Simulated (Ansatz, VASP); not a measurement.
# IrC3: VASP beside Ansatz

```
Ir C
1.0
    -2.07491    2.07491    2.07491
     2.07491   -2.07491    2.07491
     2.07491    2.07491   -2.07491
Ir C
1 3
Direct
  0.00000 0.00000 0.00000
  0.00000 0.50000 0.50000
  0.50000 0.00000 0.50000
  0.50000 0.50000 0.00000
```

Alike in both runs: functional PBE; k mesh 6 × 6 × 6; occupations gaussian, width 0.1 eV; no spin polarisation.

Ansatz relaxed the structure, and its values are those at the end. VASP's run is a single point on that final structure, the one shown.

```csv
,VASP,Ansatz
version,VASP 6.6.1,Ansatz 0.2.0
potentials or method,"VASP PAW PBE potentials, release 64 (Ir, C), cutoff 520 eV","scalar-relativistic, plane waves, PAW"
valence electrons in the cell,21,29
```

VASP gave:

```
gap on the k mesh at the Fermi level (eV) : none
pressure (GPa)                            : 1.2
```

Task: What did Ansatz give for the same quantities?

Result: gap on the k mesh at the Fermi level (eV): none; pressure (GPa): -0.4.

A gap of «none» marks a metal or a gap that the smearing closes. VASP's potentials hold 21 valence electrons a cell and Ansatz's 29, so a difference there can come from the potentials and not from the codes.

Spin-orbit coupling is off throughout.
